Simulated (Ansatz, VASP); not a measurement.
**SiNi in VASP and in Ansatz**

```
Si Ni
1.0
     4.42153    0.00000    0.00000
     0.00000    4.42153    0.00000
     0.00000    0.00000    4.42153
Si Ni
4 4
Direct
  0.84669 0.84669 0.84669
  0.65331 0.15331 0.34669
  0.34669 0.65331 0.15331
  0.15331 0.34669 0.65331
  0.14959 0.14959 0.14959
  0.35041 0.85041 0.64959
  0.64959 0.35041 0.85041
  0.85041 0.64959 0.35041
```

Alike in both runs: functional PBEsol; dispersion D3(BJ); k mesh 7 × 7 × 7; collinear spin.

Ansatz relaxed the structure, and its values are those at the end. VASP's run is a single point on that final structure, the one shown.

|  | VASP | Ansatz |
| --- | --- | --- |
| version | VASP 6.6.1 | Ansatz 0.2.0 |
| potentials or method | VASP PAW PBE potentials, release 64 (Si, Ni), cutoff 520 eV | plane waves, PAW |
| occupations | fermi-dirac, width 0.1 eV | fermi-dirac |
| valence electrons in the cell | 56 | 88 |

|  | VASP | Ansatz | Ansatz less VASP |
| --- | --- | --- | --- |
| pressure (GPa) | 0.2 | 0.0 | -0.24 |
| net moment per atom (μB) | 0.00 | 0.00 | 0.000 |

VASP's potentials were made for PBE, not for PBEsol. VASP's potentials hold 56 valence electrons a cell and Ansatz's 88, so a difference there can come from the potentials and not from the codes. Ansatz's warnings: seeded moment not kept.
